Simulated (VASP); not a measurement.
BeTe, 2 atoms in the cell. The structure is cubic, space group F-43m (No. 216). The conventional cell has a = 5.548 Å, b = 5.548 Å, c = 5.548 Å, α = 90.00°, β = 90.00°, γ = 90.00°. Within 3.2 Å of Be (site symmetry -43m) lie 4 Te at 2.40 Å. Within 3.2 Å of Te (site symmetry -43m) lie 4 Be at 2.40 Å.  This cell differs from its parent crystal: volume changed by -6%.

```yaml
Program: VASP 6.6.1
Task: single point
Functional: PBE
Potentials_or_basis: VASP PAW PBE potentials, release 64 (Be, Te)
Cutoff: 520 eV
k_mesh: 6 × 6 × 6
Occupations: gaussian, width 0.01 eV
Spin: no spin polarisation
Dipole_correction: no
Further_INCAR_settings: ALGO = Normal; EDIFF = 1e-07; NBANDS = 11
```

Potentials or basis: VASP PAW PBE potentials, release 64 (Be, Te).

Launch:

```bash
$ cat potpaw_PBE.64/Be/POTCAR potpaw_PBE.64/Te/POTCAR > POTCAR
$ mpirun -np 1 vasp_std > vasp.out
```

Hardware: 1 thread of Intel(R) Xeon(R) Platinum 8375C CPU @ 2.90GHz (Ice Lake), on a shared host.

Q: How long does it take, and how much memory?

A: Run time: 12 s on 1 thread of Intel(R) Xeon(R) Platinum 8375C CPU @ 2.90GHz (Ice Lake) (shared host), peak memory 0.16 GiB. Counts: scf iterations 15, k points 16.
